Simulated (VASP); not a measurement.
# Cd (P6/mmm) in VASP: further runs

The runs below take Cd through relaxation of cell and atoms, with PBEsol.

All numbers are computed with VASP 6.6.1; they aren't measurements. Logs are shortened: lines on timing, memory, paths and dates and some standing lists are left out, and cuts for length are marked.

## 1. The cell of the first run

The structure is hexagonal, space group P6/mmm (No. 191). Conventional cell: a = 3.897 Å, b = 3.897 Å, c = 2.346 Å, α = 90.00°, β = 90.00°, γ = 120.00°. Cd (site symmetry 6/mmm) has 14 Cd at 2.35 to 2.54 Å within 3.1 Å. Within 3.0 Å of Cd (site symmetry -6m2) lie 11 Cd at 2.25 to 2.54 Å.

This isn't the form of Cd at room conditions, which is hcp.

## 2. Relaxation of cell and atoms, PBEsol, target pressure 310 GPa, at which the enthalpy is minimised

Contents of INCAR:

```
SYSTEM = Cd
PREC = Accurate
ENCUT = 600
EDIFF = 1E-7
ISMEAR = -1
SIGMA = 0.1
LREAL = .FALSE.
LASPH = .TRUE.
NELM = 80
ALGO = Normal
ISIF = 3
LWAVE = .FALSE.
LCHARG = .FALSE.
GGA = PS
IBRION = 2
NSW = 32
EDIFFG = -0.005
PSTRESS = 3100.0
```

Contents of KPOINTS:

```
regular mesh
0
G
  9 9 13
  0 0 0
```

Contents of POSCAR:

```
Cd
1.0
    3.8972852138      0.0000000000      0.0000000000
   -1.9486426069      3.3751480010      0.0000000000
    0.0000000000      0.0000000000      2.3455645141
Cd
3
Direct
    0.0000000000      0.0000000000      0.0000000000
    0.3333333333      0.6666666667      0.5000000000
    0.6666666667      0.3333333333      0.5000000000
```

Potentials or basis: VASP PAW PBE potentials, release 64 (Cd).

Launch:

```bash
cat potpaw_PBE.64/Cd/POTCAR > POTCAR
mpirun -np 1 vasp_std > vasp.out
```

OUTCAR:

```text
SYSTEM = Cd
   PREC = Accurate
   ENCUT = 600
   EDIFF = 1E-7
   ISMEAR = -1
   LREAL = .FALSE.
   LASPH = .TRUE.
   NELM = 80
   ISIF = 3
   GGA = PS
   IBRION = 2
   NSW = 32
   EDIFFG = -0.005
   PSTRESS = 3100.0

 ion  position               nearest neighbor table
   1  0.000  0.000  0.000-   2 2.54   3 2.54   2 2.54   3 2.54   3 2.54   3 2.54   2 2.54   2 2.54
                             3 2.54   3 2.54   2 2.54   2 2.54
   2  0.333  0.667  0.500-   3 2.25   3 2.25   3 2.25   1 2.54   1 2.54   1 2.54   1 2.54   1 2.54
                             1 2.54   3 3.25   3 3.25   3 3.25   3 3.25   3 3.25   3 3.25
   3  0.667  0.333  0.500-   2 2.25   2 2.25   2 2.25   1 2.54   1 2.54   1 2.54   1 2.54   1 2.54
                             1 2.54   2 3.25   2 3.25   2 3.25   2 3.25   2 3.25   2 3.25

  LATTYP: Found a hexagonal cell.
 ALAT       =     3.8972852138
 C/A-ratio  =     0.6018457427

  Lattice vectors:

 A1 = (   3.8972852138,   0.0000000000,   0.0000000000)
 A2 = (  -1.9486426069,   3.3751480010,   0.0000000000)
 A3 = (   0.0000000000,   0.0000000000,   2.3455645141)

Analysis of symmetry for initial positions (statically):
=====================================================================
 Subroutine PRICEL returns:
 Original cell was already a primitive cell.

 Routine SETGRP: Setting up the symmetry group for a
 hexagonal supercell.

 Subroutine GETGRP returns: Found 24 space group operations
 (whereof 24 operations were pure point group operations)
 out of a pool of 24 trial point group operations.

The static configuration has the point symmetry D_6h.

Analysis of symmetry for dynamics (positions and initial velocities):
=====================================================================
 Subroutine PRICEL returns:
 Original cell was already a primitive cell.

 Routine SETGRP: Setting up the symmetry group for a
 hexagonal supercell.

 Subroutine GETGRP returns: Found 24 space group operations
 (whereof 24 operations were pure point group operations)
 out of a pool of 24 trial point group operations.

The dynamic configuration has the point symmetry D_6h.

 Subroutine INISYM returns: Found 24 space group operations
 (whereof 24 operations are pure point group operations),
 and found     1 'primitive' translations

----------------------------------------------------------------------------------------

                                     Primitive cell

  volume of cell :      30.8534

[... 97 lines left out ...]
   ISYM   =      2    0-nonsym 1-usesym 2-fastsym
   POTIM  = 0.5000    time-step for ionic-motion
   TEBEG  =    0.0;   TEEND  =   0.0 temperature during run
   PSTRESS= 3100.0 pullay stress
   NELECT =      36.0000    total number of electrons
   NUPDOWN=      -1.0000    fix difference up-down
   EMIN   =  10.00;   EMAX   =-10.00  energy-range for DOS
   EFERMI =   0.00;   METHOD = LEGACY
   ISMEAR =    -1;   SIGMA  =   0.10  broadening in eV -4-tet -1-fermi 0-gaus
   EFERMI_NEDOS =   21; number of points for ismear=-14 and -15
   IALGO  =     38    algorithm
   IMIX   =      4    mixing-type and parameters
     AMIX     =   0.40;   BMIX     =  1.00
     AMIX_MAG =   1.60;   BMIX_MAG =  1.00
  volume/ion in A,a.u.               =      10.28        69.40
  Fermi-wavevector in a.u.,A,eV,Ry     =   1.723488  3.256920 40.414882  2.970410
  Thomas-Fermi vector in A             =   2.799355
   LORBIT       =      0    0 simple, 1 ext, 2 COOP (PROOUT), +10 PAW based schemes
   GGA     = PS    functional components
   LHFCALC =     F    Hartree Fock is set to
   AEXX    =    0.0000 exact exchange contribution
   IVDW    =     0    specifies the selected vdW correction
   LEPSILON=     F    determine dielectric tensor
   LRPA    =     F    only Hartree local field effects (RPA)
 conjugate gradient relaxation of ions
 non-spin polarized calculation
  energy-cutoff  :      600.00
  volume of cell :       30.85
 maximum number of plane-waves:      1049
 NGX is ok and might be reduce to    32
   NGX = 15   NGY = 15   NGZ =  9

--------------------------------------- Ionic step        1  -------------------------------------------

 number of electron      36.0000007 magnetization

 Free energy of the ion-electron system (eV)
  ---------------------------------------------------
  ext. energy  EPLUGINS =         0.00000000
  ---------------------------------------------------
  free energy    TOTEN  =        12.39151322 eV

  energy without entropy =       12.41536079  energy(sigma->0) =       12.40343700

------------------------ aborting loop because EDIFF is reached ----------------------------------------

  FORCE on cell =-STRESS in cart. coord.  units (eV):
  Direction    XX          YY          ZZ          XY          YZ          ZX
  --------------------------------------------------------------------------------------
  -------------------------------------------------------------------------------------
  Total       62.7376784     62.7376784     62.5577157     -0.0000000      0.0000000      0.0000000
  in kB     3257.8916192   3257.8916193   3248.5463709     -0.0000000      0.0000000      0.0000000
  external PRESSURE =     154.7765365 kB  Pullay stress =    3100.0000000 kB
[... 299 lines left out ...]
--------------------------------------- Ionic step        9  -------------------------------------------

 number of electron      36.0000007 magnetization

 Free energy of the ion-electron system (eV)
  ---------------------------------------------------
  ext. energy  EPLUGINS =         0.00000000
  ---------------------------------------------------
  free energy    TOTEN  =        11.66040354 eV

  energy without entropy =       11.68463912  energy(sigma->0) =       11.67252133

 E-fermi :  13.0479     XC(G=0): -15.6771

 val. band max:       12.8804258287   @ k =   0.3333   0.2222   0.4615
 cond. band min:      13.1052147543   @ k =   0.4444   0.0000   0.0000
 fundamental gap:      0.2247889256
 Fermi energy:        13.0478935152

 k-point     1 :       0.0000    0.0000    0.0000
  band No.  band energies     occupation
      1      -5.6347      2.00000
      2      -5.0304      2.00000
      3      -2.8208      2.00000
      4      -2.7367      2.00000
      5      -2.4757      2.00000
      6      -2.4757      2.00000
[... 589 lines left out ...]
     21      18.9525      0.00000
     22      25.4219      0.00000

 [... further k-points ...]

------------------------ aborting loop because EDIFF is reached ----------------------------------------

  FORCE on cell =-STRESS in cart. coord.  units (eV):
  Direction    XX          YY          ZZ          XY          YZ          ZX
  --------------------------------------------------------------------------------------
  -------------------------------------------------------------------------------------
  Total       60.4143122     60.4143122     60.4130127      0.0000000     -0.0000000      0.0000000
  in kB     3100.1914249   3100.1914251   3100.1247405      0.0000000     -0.0000000      0.0000000
  external PRESSURE =       0.1691968 kB  Pullay stress =    3100.0000000 kB
[... 22 lines left out ...]
  energy  without entropy=       11.6846391169  energy(sigma->0) =       11.67252133

  enthalpy is  TOTEN    =        72.0709853424 eV   P V=       60.4105818008

 reached required accuracy - stopping structural energy minimisation
```

OSZICAR:

```text
N       E                     dE             d eps       ncg     rms          rms(c)
DAV:   1     0.379689604233E+03    0.37969E+03   -0.23345E+04  3760   0.215E+03
DAV:   2     0.194268315451E+02   -0.36026E+03   -0.35400E+03  3726   0.532E+02
DAV:   3     0.116551327667E+02   -0.77717E+01   -0.77457E+01  4170   0.946E+01
[... 71 lines left out ...]
DAV:   2     0.116603057588E+02    0.73122E-03   -0.14245E-03  4038   0.589E-01    0.144E-01
DAV:   3     0.116604003400E+02    0.94581E-04   -0.23663E-04  4242   0.218E-01    0.655E-02
DAV:   4     0.116604033161E+02    0.29761E-05   -0.20837E-05  3912   0.473E-02    0.745E-03
DAV:   5     0.116604036122E+02    0.29617E-06   -0.32843E-07  3742   0.771E-03    0.344E-03
DAV:   6     0.116604035416E+02   -0.70614E-07   -0.48642E-08  2004   0.278E-03
   9 F= 0.72070985E+02 E0= 0.72083103E+02  d E =-.397519E-05
```

Run time: 4.8 min. Hardware: 1 thread of Intel Xeon 8259CL, shared host; peak memory 0.2 GiB.

What came out:

| Item | Value |
| --- | --- |
| Free energy | 11.6604 eV |
| Relaxed volume | 10.41 Å³/atom |
| Relaxed cell | a = 3.914 Å, b = 3.914 Å, c = 2.353 Å, α = 90.00°, β = 90.00°, γ = 120.00° |
| Space group after relaxing (to 0.1 Å) | P6/mmm (No. 191) |
| Energy change on relaxing (the run minimises the enthalpy) | -243.7 meV/atom |
| Ionic steps | 9 |
| Pressure after relaxing | 310.0 GPa |
| Band gap on the k mesh | zero (bands 18 and 19 overlap by 3.29 eV) |

The path:
| step | energy change (eV) | largest force (eV/Å) | pressure (GPa) | volume (Å³) |
| --- | --- | --- | --- | --- |
| 1 | 0.0000 | 0.0000 | 325.48 | 30.85 |
| 2 | -7.0995 | 0.0000 | 179.54 | 35.51 |
| 3 | -0.7889 | 0.0000 | 308.81 | 31.25 |
| 4 | -0.7335 | 0.0000 | 309.96 | 31.22 |
| 5 | -0.7192 | 0.0000 | 310.26 | 31.22 |
| 6 | -0.7202 | 0.0000 | 310.24 | 31.22 |
| 7 | -0.7197 | 0.0000 | 310.25 | 31.22 |
| 8 | -0.8237 | 0.0000 | 308.06 | 31.27 |
| 9 | -0.7311 | 0.0000 | 310.02 | 31.22 |

Final structure:
```
Cd
1.0
     3.91404    0.00000    0.00000
    -1.95702    3.38965    0.00000
     0.00000    0.00000    2.35332
Cd
3
Direct
  0.00000 0.00000 0.00000
  0.33333 0.66667 0.50000
  0.66667 0.33333 0.50000
```

Levels at points of the mesh, in eV from the Fermi level:
```csv
k point,band 14,band 15,band 16,band 17,band 18,band 19,band 20,band 21,band 22
"(0.00, 0.00, 0.00)",-13.67,-11.51,-11.51,-0.45,-0.45,-0.43,-0.43,1.55,1.86
```

Caveat: the cell is relaxed towards a set pressure, so the run minimises the enthalpy, not the energy; the PAW data sets were made with another functional, which shifts forces and pressure a little.

(Continued in part 2 of 3.)
